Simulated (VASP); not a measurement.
ZnS (Wurtzite-4H):

```xyz
8
Lattice="3.8227 0.0000 0.0000 -1.9114 3.3106 0.0000 0.0000 0.0000 12.5200" Properties=species:S:1:pos:R:3 pbc="T T T"
Zn    1.9114    1.1035    9.3900
Zn    0.0000    2.2070    3.1300
Zn    0.0000    0.0000    6.2600
Zn    0.0000    0.0000    0.0000
S     1.9114    1.1035   11.7375
S     0.0000    2.2070    5.4775
S     0.0000    0.0000    8.6075
S     0.0000    0.0000    2.3475
```

```yaml
Program: VASP 6.6.1
Task: relaxation of cell and atoms
Functional: RPBE
Potentials_or_basis: VASP PAW PBE potentials, release 64 (Zn, S)
Cutoff: 600 eV
k_mesh: 8 × 8 × 3
Occupations: fermi-dirac, width 0.05 eV
Spin: no spin polarisation
```

At the start: pressure 4.3 GPa; volume 19.81 Å³/atom.

Question: Where does the relaxation end?

Answer: Over 6 steps the energy falls by 14.0 meV/atom and the volume is 20.97 Å³/atom (+5.9 %); space group P6_3mc (No. 186, to 0.05 Å).

Step by step:
```
step  energy change (eV)  largest force (eV/Å)  pressure (GPa)  volume (Å³)
   1              0.0000                0.0437            4.25       158.44
   2             -0.1022                0.0132           -1.05       170.81
   3             -0.1121                0.0128            0.06       167.62
   4             -0.1122                0.0131            0.00       167.80
   5             -0.1121                0.0131           -0.06       167.99
   6             -0.1122                0.0075            0.02       167.80
```

Final structure:
```yaml
crystal:
  lattice:
    - [3.89773, 0.00000, 0.00000]
    - [-1.94886, 3.37553, 0.00000]
    - [0.00000, 0.00000, 12.75363]
  atoms:
    - { symbol: Zn, position: [0.66667, 0.33333, 0.75003] }
    - { symbol: Zn, position: [0.33333, 0.66667, 0.25003] }
    - { symbol: Zn, position: [0.00000, 0.00000, 0.50006] }
    - { symbol: Zn, position: [0.00000, 0.00000, 0.00006] }
    - { symbol: S, position: [0.66667, 0.33333, 0.93758] }
    - { symbol: S, position: [0.33333, 0.66667, 0.43758] }
    - { symbol: S, position: [0.00000, 0.00000, 0.68733] }
    - { symbol: S, position: [0.00000, 0.00000, 0.18733] }
```

Caveat: the PAW data sets were made with another functional, which shifts forces and pressure a little.
